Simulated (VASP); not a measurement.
# MoH3 (P6_3/mmc) in VASP: a series of runs

MoH3 is run at these levels: PBE; tasks: single point.

Program: VASP 6.6.1. These are calculated values, not measurements. Logs are shortened: lines on timing, memory, paths and dates and some standing lists are left out, and cuts for length are marked.

### 1 The cell of the first run

The structure is hexagonal, space group P6_3/mmc (No. 194). The conventional cell has a = 4.371 Å, b = 4.371 Å, c = 3.029 Å, α = 90.00°, β = 90.00°, γ = 120.00°. Within 2.6 Å of H (site symmetry mm2) lie 4 Mo at 1.94 to 2.19 Å and 8 H at 2.00 to 2.26 Å. Within 2.6 Å of Mo (site symmetry -6m2) lie 12 H at 1.94 to 2.19 Å.

### 2 Single point, PBE

The input, INCAR:

```
PREC     = Accurate       # precision mode
ENCUT    = 500            # plane-wave cutoff, eV
EDIFF    = 1E-6           # SCF threshold, eV
ISMEAR   = 0              # smearing method
SIGMA    = 0.15           # smearing width, eV
LREAL    = False          # projectors in reciprocal space
LASPH    = True           # aspherical terms in the spheres
NELM     = 120            # most SCF steps
ALGO     = Normal         # electronic algorithm
ISIF     = 2              # what is computed and relaxed
LWAVE    = False          # write WAVECAR
LCHARG   = False          # write CHGCAR
GGA      = PE             # functional
NBANDS   = 27             # bands
GGA_COMPAT= False
```

The input, KPOINTS:

```
Automatic mesh
0
Gamma
  3 3 3
```

The input, POSCAR:

```
MoH3
1.0
    4.3705044289      0.0000000000      0.0000000000
   -2.1852522144      3.7849678627      0.0000000000
    0.0000000000      0.0000000000      3.0291963986
H Mo
6 2
Direct
    0.1722191082      0.3444382165      0.2500000000
    0.6555617835      0.8277808918      0.2500000000
    0.1722191082      0.8277808918      0.2500000000
    0.8277808918      0.6555617835      0.7500000000
    0.3444382165      0.1722191082      0.7500000000
    0.8277808918      0.1722191082      0.7500000000
    0.3333333333      0.6666666667      0.7500000000
    0.6666666667      0.3333333333      0.2500000000
```

Potentials or basis: VASP PAW PBE potentials, release 64 (H, Mo_sv).

Launch:

```sh
$ cat potpaw_PBE.64/H/POTCAR potpaw_PBE.64/Mo_sv/POTCAR > POTCAR
$ mpirun -np 1 vasp_std > vasp.out
```

OUTCAR:

```text
PREC = Accurate
   ENCUT = 500
   EDIFF = 1E-6
   ISMEAR = 0
   LREAL = False
   LASPH = True
   NELM = 120
   ISIF = 2
   GGA = PE

 ion  position               nearest neighbor table
   1  0.172  0.344  0.250-   7 1.94   7 1.94   8 2.19   8 2.19
   2  0.656  0.828  0.250-   7 1.94   7 1.94   8 2.19   8 2.19
   3  0.172  0.828  0.250-   7 1.94   7 1.94   8 2.19   8 2.19
   4  0.828  0.656  0.750-   8 1.94   8 1.94   7 2.19   7 2.19
   5  0.344  0.172  0.750-   8 1.94   8 1.94   7 2.19   7 2.19
   6  0.828  0.172  0.750-   8 1.94   8 1.94   7 2.19   7 2.19
   7  0.333  0.667  0.750-   1 1.94   1 1.94   3 1.94   3 1.94   2 1.94   2 1.94   5 2.19   4 2.19
                             6 2.19   6 2.19   5 2.19   4 2.19   8 2.94   8 2.94   8 2.94   8 2.94
   8  0.667  0.333  0.250-   4 1.94   4 1.94   6 1.94   6 1.94   5 1.94   5 1.94   2 2.19   1 2.19
                             3 2.19   3 2.19   2 2.19   1 2.19   7 2.94   7 2.94   7 2.94   7 2.94

  LATTYP: Found a hexagonal cell.
 ALAT       =     4.3705044289
 C/A-ratio  =     0.6930999494

  Lattice vectors:

 A1 = (   4.3705044289,   0.0000000000,   0.0000000000)
 A2 = (  -2.1852522144,   3.7849678627,   0.0000000000)
 A3 = (   0.0000000000,   0.0000000000,   3.0291963986)

Analysis of symmetry for initial positions (statically):
=====================================================================
 Subroutine PRICEL returns:
 Original cell was already a primitive cell.

 Routine SETGRP: Setting up the symmetry group for a
 hexagonal supercell.

 Subroutine GETGRP returns: Found 24 space group operations
 (whereof 12 operations were pure point group operations)
 out of a pool of 24 trial point group operations.

The static configuration has the point symmetry D_3d.
 The point group associated with its full space group is D_6h.

Analysis of symmetry for dynamics (positions and initial velocities):
=====================================================================
 Subroutine PRICEL returns:
 Original cell was already a primitive cell.

 Routine SETGRP: Setting up the symmetry group for a
 hexagonal supercell.

 Subroutine GETGRP returns: Found 24 space group operations
 (whereof 12 operations were pure point group operations)
 out of a pool of 24 trial point group operations.

The dynamic configuration has the point symmetry D_3d.
[... 96 lines left out ...]
   NSW    =      0    number of steps for IOM
   IBRION =     -1    ionic relax: 0-MD 1-quasi-New 2-CG
   NFREE  =      0    steps in history (QN), initial steepest desc. (CG)
   ISIF   =      2    stress and relaxation
   ISYM   =      2    0-nonsym 1-usesym 2-fastsym
   POTIM  = 0.5000    time-step for ionic-motion
   TEBEG  =    0.0;   TEEND  =   0.0 temperature during run
   PSTRESS=    0.0 pullay stress
   NELECT =      34.0000    total number of electrons
   NUPDOWN=      -1.0000    fix difference up-down
   EMIN   =  10.00;   EMAX   =-10.00  energy-range for DOS
   EFERMI =   0.00;   METHOD = LEGACY
   ISMEAR =     0;   SIGMA  =   0.15  broadening in eV -4-tet -1-fermi 0-gaus
   EFERMI_NEDOS =   21; number of points for ismear=-14 and -15
   IALGO  =     38    algorithm
   IMIX   =      4    mixing-type and parameters
     AMIX     =   0.40;   BMIX     =  1.00
     AMIX_MAG =   1.60;   BMIX_MAG =  1.00
  volume/ion in A,a.u.               =       6.26        42.27
  Fermi-wavevector in a.u.,A,eV,Ry     =   1.438558  2.718481 28.156568  2.069449
  Thomas-Fermi vector in A             =   2.557512
   LORBIT       =      0    0 simple, 1 ext, 2 COOP (PROOUT), +10 PAW based schemes
   GGA     = PE    functional components
   LHFCALC =     F    Hartree Fock is set to
   AEXX    =    0.0000 exact exchange contribution
   IVDW    =     0    specifies the selected vdW correction
   LEPSILON=     F    determine dielectric tensor
   LRPA    =     F    only Hartree local field effects (RPA)
 non-spin polarized calculation
 Gauss-broadening in eV      SIGMA  =   0.15
  energy-cutoff  :      500.00
  volume of cell :       50.11
 maximum number of plane-waves:      1284
 NGX is ok and might be reduce to    32
   NGX = 15   NGY = 15   NGZ = 11

 number of electron      33.9999997 magnetization

 Free energy of the ion-electron system (eV)
  ---------------------------------------------------
  ext. energy  EPLUGINS =         0.00000000
  ---------------------------------------------------
  free energy    TOTEN  =       -40.26730201 eV

  energy without entropy =      -40.24112352  energy(sigma->0) =      -40.25421276

 E-fermi :   9.1984     XC(G=0): -12.2031

 val. band max:        9.1350369640   @ k =   0.0000   0.0000   0.3333
 cond. band min:       9.3401835027   @ k =   0.3333   0.0000   0.3333
 fundamental gap:      0.2051465388
 Fermi energy:         9.1983812170

 k-point     1 :       0.0000    0.0000    0.0000
  band No.  band energies     occupation
      1     -52.4292      2.00000
      2     -52.2810      2.00000
      3     -26.6554      2.00000
      4     -26.6554      2.00000
      5     -26.5762      2.00000
      6     -26.2988      2.00000
[... 169 lines left out ...]
     26      16.2582      0.00000
     27      21.7069      0.00000

------------------------ aborting loop because EDIFF is reached ----------------------------------------

  FORCE on cell =-STRESS in cart. coord.  units (eV):
  Direction    XX          YY          ZZ          XY          YZ          ZX
  --------------------------------------------------------------------------------------
  -------------------------------------------------------------------------------------
  Total       -0.0489295     -0.0489295      0.0273128     -0.0000000      0.0000000      0.0000000
  in kB       -1.5644434     -1.5644434      0.8732828     -0.0000000      0.0000000      0.0000000
  external PRESSURE =      -0.7518680 kB  Pullay stress =       0.0000000 kB

 VOLUME and BASIS-vectors are now :
 -----------------------------------------------------------------------------
  energy-cutoff  :      500.00
  volume of cell :       50.11
      direct lattice vectors                 reciprocal lattice vectors
     4.370504429  0.000000000  0.000000000     0.228806541  0.132101518  0.000000000
    -2.185252214  3.784967863  0.000000000     0.000000000  0.264203036  0.000000000
     0.000000000  0.000000000  3.029196399     0.000000000  0.000000000  0.330120556

 POSITION                                       TOTAL-FORCE (eV/Angst)
 -----------------------------------------------------------------------------------
     -0.00000      1.30369      0.75730         0.000000      0.003104     -0.000000
      1.05623      3.13312      0.75730        -0.002688     -0.001552     -0.000000
     -1.05623      3.13312      0.75730         0.002688     -0.001552      0.000000
      2.18525      2.48128      2.27190        -0.000000     -0.003104      0.000000
      1.12903      0.65184      2.27190         0.002688      0.001552     -0.000000
      3.24148      0.65184      2.27190        -0.002688      0.001552      0.000000
     -0.00000      2.52331      2.27190        -0.000000      0.000000      0.000000
      2.18525      1.26166      0.75730         0.000000      0.000000      0.000000
 -----------------------------------------------------------------------------------
    total drift:                               -0.000000      0.000000      0.000000

  FREE ENERGIE OF THE ION-ELECTRON SYSTEM (eV)
  ---------------------------------------------------
  free  energy   TOTEN  =       -40.2673020056 eV

  energy  without entropy=      -40.2411235197  energy(sigma->0) =      -40.25421276
```

stdout:

```text
POSCAR found type information on POSCAR H Mo
 POSCAR found :  2 types and       8 ions
 scaLAPACK will be used
 LDA part: xc-table for (Slater+PW92), standard interpolation
 POSCAR, INCAR and KPOINTS ok, starting setup
 FFT: planning ... GRIDC
 FFT: planning ... GRID_SOFT
 FFT: planning ... GRID
 WAVECAR not read
 entering main loop
```

It took 4.6 s on 1 thread of Intel Xeon 6975P-C (Granite Rapids), shared host; peak memory 0.15 GiB.

Results:

- Free energy: -40.2673 eV
- Pressure: -0.1 GPa
- Largest force: 0.003 eV/Å
- Band gap on the k mesh: zero (band 17 reaches 9.64 eV, above the bottom of band 18 at 8.29 eV)

Forces in eV/Å, atoms in the order of the input:
```
H    0.000  0.003  0.000
H   -0.003 -0.002  0.000
H    0.003 -0.002  0.000
H    0.000 -0.003  0.000
H    0.003  0.002  0.000
H   -0.003  0.002  0.000
Mo   0.000  0.000  0.000
Mo   0.000  0.000  0.000
```

Stress tensor (GPa, compression positive):
```
-0.16  0.00  0.00
 0.00 -0.16  0.00
 0.00  0.00  0.09
```

Levels at points of the mesh, in eV from the Fermi level:
```
           k point  band 13  band 14  band 15  band 16  band 17  band 18  band 19  band 20  band 21  band 22
(0.00, 0.00, 0.00)    -3.33    -3.33    -2.19    -1.34    -1.34     0.97     0.97     1.61     1.61     5.26
```

Caveat: the k points lie up to 0.69 Å⁻¹ apart.

### 3 Single point, PBE

This run uses another cell than the first one, of 6.17 Å³/atom, 0.985 times its volume.

The input, INCAR:

```
SYSTEM = MoH3
PREC = Accurate
ENCUT = 500
EDIFF = 1E-6
ISMEAR = 0
SIGMA = 0.15
LREAL = .FALSE.
LASPH = .TRUE.
NELM = 120
ALGO = Normal
ISIF = 2
LWAVE = .FALSE.
LCHARG = .TRUE.
GGA = PE
LELF = .TRUE.
LVHAR = .TRUE.
NBANDS = 27
GGA_COMPAT = .FALSE.
```

The input, KPOINTS:

```
regular mesh
0
G
  3 3 2
  0 0 0
```

The input, POSCAR:

```
MoH3
1.0
    3.3188871374      0.0000000024      0.0000000000
   -1.6594435707      2.8742405721      0.0000000000
    0.0000000000      0.0000000000      5.1719596038
H Mo
6 2
Direct
    0.0000000000      0.0000000000      0.2500000000
    0.0000000000      0.0000000000      0.7500000000
    0.3333333333      0.6666666667      0.6140433619
    0.6666666667      0.3333333333      0.1140433619
    0.6666666667      0.3333333333      0.3859566381
    0.3333333333      0.6666666667      0.8859566381
    0.3333333333      0.6666666667      0.2500000000
    0.6666666667      0.3333333333      0.7500000000
```

Potentials or basis: VASP PAW PBE potentials, release 64 (H, Mo_sv).

Launch:

```sh
$ cat potpaw_PBE.64/H/POTCAR potpaw_PBE.64/Mo_sv/POTCAR > POTCAR
$ mpirun -np 1 vasp_std > vasp.out
```

Run time: 4.6 s. Hardware: 1 thread of Intel Xeon 6975P-C (Granite Rapids), shared host; peak memory 0.15 GiB.

The run converged. Its results:

| Property | Result |
| --- | --- |
| Free energy | -39.3025 eV |
| Pressure | -0.3 GPa |
| Largest force | 0.035 eV/Å |
| Band gap on the k mesh | zero (band 17 reaches 9.67 eV, above the bottom of band 18 at 8.23 eV) |

Forces in eV/Å, atoms in the order of the input:
```
H    0.000  0.000  0.000
H    0.000  0.000  0.000
H    0.000  0.000 -0.035
H    0.000  0.000 -0.035
H    0.000  0.000  0.035
H    0.000  0.000  0.035
Mo   0.000  0.000  0.000
Mo   0.000  0.000  0.000
```

Stress tensor (GPa, compression positive):
```
-0.23  0.00  0.00
 0.00 -0.23  0.00
 0.00  0.00 -0.36
```

Levels at points of the mesh, in eV from the Fermi level:
```tsv
k point	band 14	band 15	band 16	band 17	band 18	band 19	band 20	band 21
(0.00, 0.00, 0.00)	-2.37	-1.93	-1.93	-1.23	-1.23	-0.99	0.70	0.70
(0.00, 0.00, 0.50)	-2.47	-2.47	-2.47	-1.14	-1.14	0.15	0.15	0.15
```

Caveat: the k points lie up to 0.73 Å⁻¹ apart.
